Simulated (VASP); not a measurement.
A run of VASP 6.6.1:

INCAR

```
PREC     = Accurate       # precision mode
ENCUT    = 520            # plane-wave cutoff, eV
EDIFF    = 1E-7           # SCF threshold, eV
ISMEAR   = 0              # smearing method
SIGMA    = 0.1            # smearing width, eV
LREAL    = F              # projectors in reciprocal space
LASPH    = T              # aspherical terms in the spheres
NELM     = 60             # most SCF steps
ALGO     = Fast           # electronic algorithm
ISIF     = 2              # what is computed and relaxed
LWAVE    = F              # write WAVECAR
LCHARG   = F              # write CHGCAR
GGA      = PE             # functional
NBANDS   = 28             # bands
```

Contents of KPOINTS:

```
regular mesh
0
Gamma
  6 6 12
```

POSCAR

```
Sn2Pb
1.0
    5.6600933403      0.0000000000      0.0000000000
   -2.8300466701      4.9017846205      0.0000000000
    0.0000000000      0.0000000000      3.3374966623
Sn Pb
2 1
Direct
    0.3333333333      0.6666666667      0.5000000000
    0.6666666667      0.3333333333      0.5000000000
    0.0000000000      0.0000000000      0.0000000000
```

Potentials or basis: VASP PAW PBE potentials, release 64 (Sn_d, Pb_d).

Launch:

```bash
$ cat potpaw_PBE.64/Sn_d/POTCAR potpaw_PBE.64/Pb_d/POTCAR > POTCAR
$ mpirun -np 1 vasp_std > vasp.out
```

Hardware: 1 thread of Intel(R) Xeon(R) Platinum 8259CL CPU @ 2.50GHz (Skylake/Cascade Lake), with other jobs on the host.

Question: Estimate the wall time of this run.

Answer: It took 3.9 min on 1 thread of Intel(R) Xeon(R) Platinum 8259CL CPU @ 2.50GHz (Skylake/Cascade Lake), on a shared host, peak memory 0.28 GiB. Counts: scf iterations 16, k points 49.
